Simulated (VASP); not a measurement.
# Ga in VASP: further runs

Ga is run at these levels: PBE; tasks: single point.

Everything below comes from runs of VASP 6.6.1. Logs are shortened: lines on timing, memory, paths and dates and some standing lists are left out, and cuts for length are marked.

## (1) The cell of the first run

It takes space group Cmcm (No. 63, orthorhombic). The conventional cell has a = 2.957 Å, b = 8.289 Å, c = 3.232 Å, α = 90.00°, β = 90.00°, γ = 90.00°. Within 3.6 Å of Ga (site symmetry m2m) lie 10 Ga at 2.73 to 3.23 Å.

## (2) Single point, PBE (volume scaled by 1.06)

The input, INCAR:

```
SYSTEM = Ga
ALGO = Normal
EDIFF = 1E-6
ENCUT = 520
GGA = PE
ISIF = 2
ISMEAR = -1
LASPH = .True.
LCHARG = .False.
LREAL = .False.
LWAVE = .False.
NBANDS = 20
NELM = 80
PREC = Accurate
SIGMA = 0.08
```

The input, KPOINTS:

```
k-points
0
Gamma
  12 12 10
  0 0 0
```

The input, POSCAR:

```
Ga
1.0
    1.4784385925     -4.1447261232      0.0000000000
    1.4784385925      4.1447261232      0.0000000000
    0.0000000000      0.0000000000      3.2321726471
Ga
2
Direct
    0.8670000000      0.1330000000      0.2500000000
    0.1330000000      0.8670000000      0.7500000000
```

Potentials or basis: VASP PAW PBE potentials, release 64 (Ga_d).

Run with:

```sh
cat potpaw_PBE.64/Ga_d/POTCAR > POTCAR
mpirun -np 1 vasp_std > vasp.out
```

OUTCAR:

```text
SYSTEM = Ga
   EDIFF = 1E-6
   ENCUT = 520
   GGA = PE
   ISIF = 2
   ISMEAR = -1
   LASPH = .True.
   LREAL = .False.
   NELM = 80
   PREC = Accurate

 ion  position               nearest neighbor table
   1  0.867  0.133  0.250-   2 2.73   2 2.73
   2  0.133  0.867  0.750-   1 2.73   1 2.73

  LATTYP: Found a base centered orthorhombic cell.
 ALAT       =     2.9568771850
 B/A-ratio  =     2.8034482759
 C/A-ratio  =     1.0931034483

  Lattice vectors:

 A1 = (   1.4784385925,  -4.1447261232,   0.0000000000)
 A2 = (   1.4784385925,   4.1447261232,   0.0000000000)
 A3 = (   0.0000000000,   0.0000000000,   3.2321726471)

Analysis of symmetry for initial positions (statically):
=====================================================================
 Subroutine PRICEL returns:
 Original cell was already a primitive cell.

 Routine SETGRP: Setting up the symmetry group for a
 base centered orthorhombic supercell.

 Subroutine GETGRP returns: Found  8 space group operations
 (whereof  4 operations were pure point group operations)
 out of a pool of  8 trial point group operations.

The static configuration has the point symmetry C_2h.
 The point group associated with its full space group is D_2h.

Analysis of symmetry for dynamics (positions and initial velocities):
=====================================================================
 Subroutine PRICEL returns:
 Original cell was already a primitive cell.

 Routine SETGRP: Setting up the symmetry group for a
 base centered orthorhombic supercell.

 Subroutine GETGRP returns: Found  8 space group operations
 (whereof  4 operations were pure point group operations)
 out of a pool of  8 trial point group operations.

The dynamic configuration has the point symmetry C_2h.
 The point group associated with its full space group is D_2h.

 Subroutine INISYM returns: Found  8 space group operations
 (whereof  4 operations are pure point group operations),
 and found     1 'primitive' translations

----------------------------------------------------------------------------------------

                                     Primitive cell

  volume of cell :      39.6117

  direct lattice vectors                    reciprocal lattice vectors
     1.478438593 -4.144726123  0.000000000     0.338194635 -0.120635233  0.000000000
     1.478438593  4.144726123  0.000000000     0.338194635  0.120635233  0.000000000
     0.000000000  0.000000000  3.232172647     0.000000000  0.000000000  0.309389414

  length of vectors
     4.400515346  4.400515346  3.232172647     0.359066109  0.359066109  0.309389414

  position of ions in fractional coordinates (direct lattice)
     0.867000000  0.133000000  0.250000000
     0.133000000  0.867000000  0.750000000

  ion indices of the primitive-cell ions
   primitive index   ion index
                 1           1
                 2           2

----------------------------------------------------------------------------------------

 KPOINTS: k-points

Automatic generation of k-mesh.
 Grid dimensions read from file:
 generate k-points for:   12   12   10

 Generating k-lattice:

  Cartesian coordinates                     Fractional coordinates (reciprocal lattice)
     0.028182886 -0.010052936  0.000000000     0.083333333  0.000000000  0.000000000
     0.028182886  0.010052936  0.000000000     0.000000000  0.083333333  0.000000000
     0.000000000  0.000000000  0.030938941     0.000000000  0.000000000  0.100000000

  Length of vectors
     0.029922176  0.029922176  0.030938941

  Shift w.r.t. Gamma in fractional coordinates (k-lattice)
     0.000000000  0.000000000  0.000000000

 Subroutine IBZKPT returns following result:
 ===========================================

 Found    258 irreducible k-points:

 Following reciprocal coordinates:
            Coordinates               Weight
  0.000000  0.000000  0.000000      1.000000
  0.083333 -0.000000  0.000000      4.000000
  0.166667 -0.000000  0.000000      4.000000
  0.250000  0.000000  0.000000      4.000000
  0.333333  0.000000  0.000000      4.000000
  0.416667  0.000000  0.000000      4.000000
[... 16 lines left out ...]
  0.500000  0.166667  0.000000      4.000000
 -0.416667  0.166667  0.000000      4.000000
 [... further k-points ...]
   k-points           NKPTS =    258   k-points in BZ     NKDIM =    258   number of bands    NBANDS=     20
   number of dos      NEDOS =    301   number of ions     NIONS =      2
   total plane-waves  NPLWV =  31104
   dimension x,y,z NGX =    36 NGY =   36 NGZ =   24
   dimension x,y,z NGXF=    72 NGYF=   72 NGZF=   48
   ions per type =               2
   NGX,Y,Z   is equivalent  to a cutoff of  13.60, 13.60, 12.34 a.u.
   NGXF,Y,Z  is equivalent  to a cutoff of  27.20, 27.20, 24.69 a.u.
 SYSTEM =  Ga
   PREC   = accura    normal or accurate (medium, high low for compatibility)
   ISTART =      0    job   : 0-new  1-cont  2-samecut
   ICHARG =      2    charge: 1-file 2-atom 10-const
   ISPIN  =      1    spin polarized calculation?
   LNONCOLLINEAR =      F non collinear calculations
   LSORBIT =      F    spin-orbit coupling
   LASPH  =      T    aspherical Exc in radial PAW
   ENCUT  =  520.0 eV  38.22 Ry    6.18 a.u.   8.18  8.18  6.01*2*pi/ulx,y,z
   NELM   =     80;   NELMIN=  2; NELMDL= -5     # of ELM steps
   EDIFF  = 0.1E-05   stopping-criterion for ELM
   LREAL  =      F    real-space projection
   EDIFFG = 0.1E-04   stopping-criterion for IOM
   NSW    =      0    number of steps for IOM
   IBRION =     -1    ionic relax: 0-MD 1-quasi-New 2-CG
   NFREE  =      0    steps in history (QN), initial steepest desc. (CG)
   ISIF   =      2    stress and relaxation
   ISYM   =      2    0-nonsym 1-usesym 2-fastsym
   POTIM  = 0.5000    time-step for ionic-motion
   TEBEG  =    0.0;   TEEND  =   0.0 temperature during run
   PSTRESS=    0.0 pullay stress
   NELECT =      26.0000    total number of electrons
   NUPDOWN=      -1.0000    fix difference up-down
   EMIN   =  10.00;   EMAX   =-10.00  energy-range for DOS
   EFERMI =   0.00;   METHOD = LEGACY
   ISMEAR =    -1;   SIGMA  =   0.08  broadening in eV -4-tet -1-fermi 0-gaus
   EFERMI_NEDOS =   21; number of points for ismear=-14 and -15
   IALGO  =     38    algorithm
   IMIX   =      4    mixing-type and parameters
     AMIX     =   0.40;   BMIX     =  1.00
     AMIX_MAG =   1.60;   BMIX_MAG =  1.00
  volume/ion in A,a.u.               =      19.81       133.66
  Fermi-wavevector in a.u.,A,eV,Ry     =   1.422737  2.688584 27.540661  2.024181
  Thomas-Fermi vector in A             =   2.543409
   LORBIT       =      0    0 simple, 1 ext, 2 COOP (PROOUT), +10 PAW based schemes
   GGA     = PE    functional components
[... 5 lines left out ...]
 non-spin polarized calculation
  energy-cutoff  :      520.00
  volume of cell :       39.61
 maximum number of plane-waves:      1092
 NGX is ok and might be reduce to    36
   NGX = 17   NGY = 17   NGZ = 13

 number of electron      26.0000016 magnetization

 Free energy of the ion-electron system (eV)
  ---------------------------------------------------
  ext. energy  EPLUGINS =         0.00000000
  ---------------------------------------------------
  free energy    TOTEN  =        -5.76345393 eV

  energy without entropy =       -5.74528801  energy(sigma->0) =       -5.75437097

 E-fermi :   5.1207     XC(G=0): -10.7305

 val. band max:        5.0957169011   @ k =   0.1667   0.1667   0.2000
 cond. band min:       5.1446794838   @ k =   0.3333   0.0833   0.2000
 fundamental gap:      0.0489625827
 Fermi energy:         5.1207341217

 k-point     1 :       0.0000    0.0000    0.0000
  band No.  band energies     occupation
      1      -9.9902      2.00000
      2      -9.9735      2.00000
      3      -9.9137      2.00000
      4      -9.8951      2.00000
      5      -9.7351      2.00000
      6      -9.7245      2.00000
[... 12 lines left out ...]
     19      15.8381      0.00000
     20      16.5269      0.00000

 k-point     2 :       0.0833   -0.0000    0.0000
  band No.  band energies     occupation
      1      -9.9840      2.00000
      2      -9.9696      2.00000
      3      -9.9093      2.00000
      4      -9.8738      2.00000
      5      -9.7419      2.00000
      6      -9.7319      2.00000
[... 12 lines left out ...]
     19      16.3556      0.00000
     20      17.8412      0.00000

 k-point     3 :       0.1667   -0.0000    0.0000
  band No.  band energies     occupation
      1      -9.9674      2.00000
      2      -9.9593      2.00000
      3      -9.8902      2.00000
      4      -9.8291      2.00000
      5      -9.7575      2.00000
      6      -9.7524      2.00000
[... 12 lines left out ...]
     19      16.8447      0.00000
     20      20.0316      0.00000

 k-point     4 :       0.2500    0.0000    0.0000
  band No.  band energies     occupation
      1      -9.9456      2.00000
      2      -9.9455      2.00000
      3      -9.8652      2.00000
      4      -9.8198      2.00000
      5      -9.7817      2.00000
      6      -9.7339      2.00000
[... 12 lines left out ...]
     19      16.9357      0.00000
     20      19.7808      0.00000

 k-point     5 :       0.3333    0.0000    0.0000
  band No.  band energies     occupation
      1      -9.9326      2.00000
      2      -9.9263      2.00000
      3      -9.8539      2.00000
      4      -9.8386      2.00000
      5      -9.8126      2.00000
      6      -9.7227      2.00000
[... 12 lines left out ...]
     19      16.5950      0.00000
     20      18.1177      0.00000

 k-point     6 :       0.4167    0.0000    0.0000
  band No.  band energies     occupation
      1      -9.9233      2.00000
      2      -9.9210      2.00000
      3      -9.8574      2.00000
      4      -9.8404      2.00000
      5      -9.8367      2.00000
      6      -9.7295      2.00000
[... 12 lines left out ...]
     19      15.0653      0.00000
     20      17.7624      0.00000

 k-point     7 :       0.5000    0.0000    0.0000
  band No.  band energies     occupation
      1      -9.9233      2.00000
      2      -9.9197      2.00000
      3      -9.8537      2.00000
      4      -9.8462      2.00000
      5      -9.8429      2.00000
      6      -9.7344      2.00000
[... 12 lines left out ...]
     19      15.8420      0.00000
     20      16.5272      0.00000
[... 277 lines left out ...]
 k-point    20 :       0.2500    0.1667    0.0000
  band No.  band energies     occupation
      1      -9.9407      2.00000
      2      -9.9138      2.00000
      3      -9.8925      2.00000
      4      -9.8027      2.00000
      5      -9.7918      2.00000
      6      -9.7556      2.00000
[... 12 lines left out ...]
     19      16.7533      0.00000
     20      17.8293      0.00000

 k-point    21 :       0.3333    0.1667    0.0000
  band No.  band energies     occupation
      1      -9.9304      2.00000
      2      -9.9186      2.00000
      3      -9.8863      2.00000
      4      -9.8164      2.00000
      5      -9.7938      2.00000
      6      -9.7482      2.00000
[... 12 lines left out ...]
     19      15.5738      0.00000
     20      16.8476      0.00000

 k-point    22 :       0.4167    0.1667    0.0000
  band No.  band energies     occupation
      1      -9.9220      2.00000
      2      -9.9170      2.00000
      3      -9.8724      2.00000
      4      -9.8230      2.00000
      5      -9.8035      2.00000
      6      -9.7470      2.00000
[... 12 lines left out ...]
     19      15.7988      0.00000
     20      16.6258      0.00000

 k-point    23 :       0.5000    0.1667    0.0000
  band No.  band energies     occupation
      1      -9.9166      2.00000
      2      -9.9049      2.00000
      3      -9.8702      2.00000
      4      -9.8251      2.00000
      5      -9.8192      2.00000
      6      -9.7516      2.00000
[... 12 lines left out ...]
     19      14.7099      0.00000
     20      16.1744      0.00000

 k-point    24 :      -0.4167    0.1667    0.0000
  band No.  band energies     occupation
      1      -9.9226      2.00000
      2      -9.9045      2.00000
      3      -9.8881      2.00000
      4      -9.8325      2.00000
      5      -9.8013      2.00000
      6      -9.7497      2.00000
[... 12 lines left out ...]
     19      15.2926      0.00000
     20      17.3157      0.00000

 [... further k-points ...]
[... 5 lines left out ...]
  --------------------------------------------------------------------------------------
  -------------------------------------------------------------------------------------
  Total       -0.7545063     -0.0034572     -0.0961547      0.0000000      0.0000000      0.0000000
  in kB      -30.5175588     -0.1398352     -3.8891765      0.0000000      0.0000000      0.0000000
  external PRESSURE =     -11.5155235 kB  Pullay stress =       0.0000000 kB

 VOLUME and BASIS-vectors are now :
 -----------------------------------------------------------------------------
  energy-cutoff  :      520.00
  volume of cell :       39.61
      direct lattice vectors                 reciprocal lattice vectors
     1.478438593 -4.144726123  0.000000000     0.338194635 -0.120635233  0.000000000
     1.478438593  4.144726123  0.000000000     0.338194635  0.120635233  0.000000000
     0.000000000  0.000000000  3.232172647     0.000000000  0.000000000  0.309389414

 POSITION                                       TOTAL-FORCE (eV/Angst)
 -----------------------------------------------------------------------------------
      1.47844     -3.04223      0.80804         0.000000      0.165943      0.000000
      1.47844      3.04223      2.42413         0.000000     -0.165943     -0.000000
 -----------------------------------------------------------------------------------
    total drift:                                0.000000     -0.000000     -0.000000

  FREE ENERGIE OF THE ION-ELECTRON SYSTEM (eV)
  ---------------------------------------------------
  free  energy   TOTEN  =        -5.7634539332 eV

  energy  without entropy=       -5.7452880130  energy(sigma->0) =       -5.75437097
```

Run time: 51 s. Hardware: 1 thread of Intel Xeon 6975P-C (Granite Rapids), shared host; peak memory 0.3 GiB.

What came out:

```
Free energy            : -5.7635 eV
Pressure               : -1.2 GPa
Largest force          : 0.166 eV/Å
Band gap on the k mesh : zero (band 13 reaches 10.06 eV, above the bottom of band 14 at 1.15 eV)
```

Forces in eV/Å, atoms in the order of the input:
```
Ga   0.000  0.166  0.000
Ga   0.000 -0.166  0.000
```

Stress tensor (GPa, compression positive):
```
-3.05  0.00  0.00
 0.00 -0.01  0.00
 0.00  0.00 -0.39
```

Levels at points of the mesh, in eV from the Fermi level:
```tsv
k point	band 9	band 10	band 11	band 12	band 13	band 14	band 15	band 16	band 17	band 18
(0.00, 0.00, 0.00)	-14.80	-14.66	-10.81	-2.10	-1.73	2.81	6.41	7.49	8.39	10.03
(0.50, 0.00, 0.00)	-14.72	-14.71	-6.55	-5.17	-1.62	-0.49	6.16	6.41	8.45	8.91
(0.50, 0.50, 0.00)	-14.77	-14.72	-8.87	-8.26	4.94	5.57	5.62	6.64	6.79	9.08
(0.00, 0.00, 0.50)	-14.74	-14.74	-7.16	-7.16	1.82	1.82	2.35	2.35	9.83	9.83
(0.50, 0.00, 0.50)	-14.71	-14.71	-3.06	-3.06	-1.52	-1.52	1.82	1.82	4.12	4.12
(0.50, 0.50, 0.50)	-14.78	-14.78	-5.51	-5.51	-3.97	-3.97	9.15	9.15	10.89	10.89
```

## (3) Single point, PBE (equal xy, yz and zx shear strains of +2 %)

The input, INCAR:

```
SYSTEM = Ga
ALGO = Normal ; EDIFF = 1E-7
ENCUT = 520 ; GGA = PE
ISIF = 2 ; ISMEAR = -1
LASPH = .True. ; LCHARG = .False.
LREAL = .False. ; LWAVE = .False.
NBANDS = 20 ; NELM = 80
PREC = Accurate ; SIGMA = 0.08
```

KPOINTS is that of step 2.

The input, POSCAR:

```
Ga
1.0
    1.4093500000     -4.0505000000     -0.0261500000
    1.4906500000      4.0795000000      0.0551500000
    0.0317000000      0.0317000000      3.1700000000
Ga
2
Direct
    0.8670000000      0.1330000000      0.2500000000
    0.1330000000      0.8670000000      0.7500000000
```

Potentials or basis: VASP PAW PBE potentials, release 64 (Ga_d).

Run with:

```sh
cat potpaw_PBE.64/Ga_d/POTCAR > POTCAR
mpirun -np 1 vasp_std > vasp.out
```

Run time: 3.5 min. Hardware: 1 thread of Intel Xeon Platinum 8488C (Sapphire Rapids), shared host; peak memory 0.5 GiB.

The run converged. Its results:

| Item | Value |
| --- | --- |
| Free energy | -5.7580 eV |
| Pressure | 1.8 GPa |
| Largest force | 0.195 eV/Å |
| Band gap on the k mesh | zero (band 13 reaches 10.77 eV, above the bottom of band 14 at 1.45 eV) |

Forces in eV/Å, atoms in the order of the input:
```
Ga   0.016  0.193 -0.020
Ga  -0.016 -0.193  0.020
```

Stress tensor (GPa, compression positive):
```
-0.62  0.00  0.15
 0.00  2.94 -0.71
 0.15 -0.71  3.01
```

Levels at points of the mesh, in eV from the Fermi level:
| k point | band 10 | band 11 | band 12 | band 13 | band 14 | band 15 | band 16 | band 17 |
| --- | --- | --- | --- | --- | --- | --- | --- | --- |
| (0.00, 0.00, 0.00) | -14.69 | -11.25 | -2.28 | -1.58 | 2.89 | 6.58 | 7.81 | 8.73 |
| (0.50, 0.00, 0.00) | -14.74 | -6.63 | -5.42 | -1.91 | -0.61 | 6.62 | 6.92 | 9.17 |
| (0.00, 0.50, 0.00) | -14.74 | -6.80 | -5.43 | -1.63 | -0.24 | 6.21 | 6.66 | 8.62 |
| (0.50, 0.50, 0.00) | -14.75 | -9.23 | -8.59 | 5.11 | 5.80 | 5.83 | 7.10 | 7.21 |
| (0.00, 0.00, 0.50) | -14.76 | -7.43 | -7.42 | 1.67 | 1.94 | 2.42 | 2.67 | 10.11 |
| (0.50, 0.00, 0.50) | -14.73 | -3.00 | -2.97 | -1.63 | -1.57 | 1.39 | 2.00 | 3.84 |
| (0.00, 0.50, 0.50) | -14.74 | -3.20 | -3.15 | -1.66 | -1.50 | 2.03 | 2.03 | 4.36 |
| (0.50, 0.50, 0.50) | -14.82 | -5.76 | -5.44 | -4.28 | -4.21 | 9.54 | 9.57 | 11.20 |

Caveat: the cell differs from its parent crystal (equal xy, yz and zx shear strains of +2 %).
